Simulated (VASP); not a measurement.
Wanted: the native input for a VASP 6.6.1 run.

* Task: single point
* Functional: PBEsol
* Potentials or basis: VASP PAW PBE potentials, release 64 (H, Ag, Na_pv)
* Cutoff: 400 eV
* k mesh: 2 × 2 × 2, shifted
* Occupations: fermi-dirac, width 0.05 eV
* Spin: collinear spin
* Starting moments: [0.25, 0.25, 0.25, 0.25, 0.25, 0.25, 0.25, 0.25, 0.25, 0.25, 0.25, 0.25, 0.25, 0.25, 0.25, 0.25] μB
* Dipole correction: no
* Further INCAR settings: ALGO = Normal; EDIFF = 1e-06; NBANDS = 55

The structure of Na8AgH7 (a cell with a defect) lies in POSCAR:

```
Na8AgH7
1.0
    9.5855340000      0.0000000000      0.0000000000
    0.0000000000      4.7927670000      0.0000000000
    0.0000000000      0.0000000000      4.7927670000
H Ag Na
7 1 8
Direct
    0.2422670000      0.0104710000      0.9625990000
    0.7589380000      0.0108520000      0.9724060000
    0.9955010000      0.5393680000      0.0032520000
    0.9872030000      0.0135000000      0.4932980000
    0.5087180000      0.9803430000      0.5312700000
    0.2378110000      0.5062110000      0.4802150000
    0.7565620000      0.5371010000      0.4975550000
    0.5075720000      0.5227030000      0.0287320000
    0.0113860000      0.0002470000      0.9979990000
    0.4850070000      0.0307480000      0.9620590000
    0.2665830000      0.4799670000      0.0153390000
    0.7444920000      0.4961630000      0.0009610000
    0.2569150000      0.0430220000      0.5133030000
    0.7418830000      0.9896670000      0.5091230000
    0.0155840000      0.5081300000      0.5045280000
    0.4871840000      0.4690860000      0.5388580000
```

These files were run (other wordings do the same):

INCAR

```
SYSTEM = Na8AgH7
PREC = Accurate ; ENCUT = 400
EDIFF = 1E-6 ; ISMEAR = -1
SIGMA = 0.05 ; LREAL = .FALSE.
LASPH = .TRUE. ; NELM = 200
ALGO = Normal ; ISIF = 2
LWAVE = .FALSE. ; LCHARG = .FALSE.
ISPIN = 2 ; MAGMOM = 0.25 0.25 0.25 0.25 0.25 0.25 0.25 0.25 0.25 0.25 0.25 0.25 0.25 0.25 0.25 0.25
LORBIT = 11 ; LMAXMIX = 4
GGA = PS ; NBANDS = 55
GGA_COMPAT = .FALSE.
```

KPOINTS

```
Automatic mesh
0
Gamma
  2 2 2
  0.5 0.5 0.5
```

Potentials or basis: VASP PAW PBE potentials, release 64 (H, Ag, Na_pv).

Command:

```sh
$ cat potpaw_PBE.64/H/POTCAR potpaw_PBE.64/Ag/POTCAR potpaw_PBE.64/Na_pv/POTCAR > POTCAR
$ mpirun -np 1 vasp_std > vasp.out
```

It gave:

```
Pressure                                              : 7.4 GPa
Largest force                                         : 3.009 eV/Å
Band gap on the k mesh                                : 2.90 eV
Net moment                                            : 0.00 μB per cell
Valence electrons inside the program's atomic spheres : H 0.51, 0.49, 0.50 (each value once); Ag 10.17; Na 6.06, 6.15, 6.12, 6.11, 6.14 (each value once)
```

Caveat: the k points lie up to 0.66 Å⁻¹ apart; the PAW data sets were made with another functional, which shifts forces and pressure a little.

Run time: 78 s on 1 thread of Intel(R) Xeon(R) Platinum 8488C (Sapphire Rapids), on a shared host, peak memory 0.31 GiB.
